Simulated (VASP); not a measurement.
Write the native input for VASP 6.6.1 that does the following.

```yaml
Task: single point
Functional: PBE
Potentials_or_basis: VASP PAW PBE potentials, release 64 (Na_pv, Zr_sv)
Cutoff: 520 eV
k_mesh: 4 × 4 × 4
Occupations: gaussian, width 0.1 eV
Spin: no spin polarisation
Dipole_correction: no
Further_INCAR_settings: ALGO = Normal; EDIFF = 1e-06; NBANDS = 35
```

The structure of Na2Zr lies in POSCAR:

```
Na2Zr
1.0
    0.0000000000      3.8747957140      3.8747957140
    3.8747957140      0.0000000000      3.8747957140
    3.8747957140      3.8747957140      0.0000000000
Na Zr
4 2
Direct
    0.6250000000      0.6250000000      0.6250000000
    0.1250000000      0.6250000000      0.6250000000
    0.6250000000      0.6250000000      0.1250000000
    0.6250000000      0.1250000000      0.6250000000
    0.0000000000      0.0000000000      0.0000000000
    0.2500000000      0.2500000000      0.2500000000
```

These files were run (other wordings do the same):

INCAR

```
  PREC = Accurate
  ENCUT = 520
  EDIFF = 1E-6
  ISMEAR = 0
  SIGMA = 0.1
  LREAL = False
  LASPH = True
  NELM = 60
  ALGO = Normal
  ISIF = 2
  LWAVE = False
  LCHARG = True
  GGA = PE
  LELF = True
  LVHAR = True
  NBANDS = 35
```

KPOINTS

```
Automatic mesh
0
Gamma
  4 4 4
```

Potentials or basis: VASP PAW PBE potentials, release 64 (Na_pv, Zr_sv).

Command:

```sh
$ cat potpaw_PBE.64/Na_pv/POTCAR potpaw_PBE.64/Zr_sv/POTCAR > POTCAR
$ mpirun -np 1 vasp_std > vasp.out
```

It gave:

```json
{"Pressure": "14.5 GPa", "Band gap on the k mesh": "zero (bands 26 and 27 overlap by 0.17 eV)"}
```

Caveat: the cell stands under pressure.

It took 27 s on 1 thread of Intel(R) Xeon(R) 6975P-C (Granite Rapids) (shared host), peak memory 0.25 GiB.
